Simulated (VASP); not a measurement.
Ge, 4 atoms in the cell. The structure is hexagonal, space group P6_3/mmc (No. 194). The conventional cell has a = 4.058 Å, b = 4.058 Å, c = 6.994 Å, α = 90.00°, β = 90.00°, γ = 120.00°. Ge (site symmetry 3m) has 4 Ge at 2.51 to 2.59 Å within 3.3 Å. This isn't the form of Ge at room conditions, which is diamond. This cell differs from its parent crystal: strain along c alone, the other axes held: +4.5 %, then relaxed in part.

```yaml
Program: VASP 6.6.1
Task: single point
Functional: PBE
Potentials_or_basis: VASP PAW PBE potentials, release 64 (Ge_d)
Cutoff: 520 eV
k_mesh: 12 × 12 × 8
Occupations: gaussian, width 0.1 eV
Spin: no spin polarisation
Dipole_correction: no
Further_INCAR_settings: ALGO = Normal; EDIFF = 1e-06; NBANDS = 36
```

Potentials or basis: VASP PAW PBE potentials, release 64 (Ge_d).

Command:

```console
$ cat potpaw_PBE.64/Ge_d/POTCAR > POTCAR
$ mpirun -np 1 vasp_std > vasp.out
```

Hardware: 1 thread of AMD EPYC 7R43 64-Core Processor (Zen 3), on a shared host.

Problem. Estimate the wall time of this run.

Solution. Wall time 8.6 min on 1 thread of AMD EPYC 7R43 64-Core Processor (Zen 3) (shared host), peak memory 0.32 GiB. Counts: scf iterations 13, k points 95.
